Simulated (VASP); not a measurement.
Wanted: the native input for a VASP 6.6.1 run.

```
Task                   : single point
Functional             : PBE
Potentials or basis    : VASP PAW PBE potentials, release 64 (Ta_pv)
Cutoff                 : 520 eV
k mesh                 : 14 × 14 × 14
Occupations            : fermi-dirac, width 0.1 eV
Spin                   : no spin polarisation
Dipole correction      : no
Further INCAR settings : ALGO = Normal; EDIFF = 1e-06; NBANDS = 12
```

The structure of Ta lies in POSCAR:

```
Ta
1.0
   -1.5778638840      1.5778638840      1.5778638840
    1.5778638840     -1.5778638840      1.5778638840
    1.5778638840      1.5778638840     -1.5778638840
Ta
1
Direct
    0.0000000000      0.0000000000      0.0000000000
```

The input as run:

INCAR

```
ALGO = Normal
EDIFF = 1E-6
ENCUT = 520
GGA = PE
ISIF = 2
ISMEAR = -1
LASPH = True
LCHARG = False
LREAL = False
LWAVE = False
NBANDS = 12
NELM = 80
PREC = Accurate
SIGMA = 0.1
```

KPOINTS

```
k-points
0
Gamma
  14 14 14
```

Potentials or basis: VASP PAW PBE potentials, release 64 (Ta_pv).

Command:

```console
$ cat potpaw_PBE.64/Ta_pv/POTCAR > POTCAR
$ mpirun -np 1 vasp_std > vasp.out
```

Results of the run:

- Pressure: 40.5 GPa

It took 13 s on 1 thread of Intel(R) Xeon(R) Platinum 8488C (Sapphire Rapids) (shared host), peak memory 0.14 GiB.
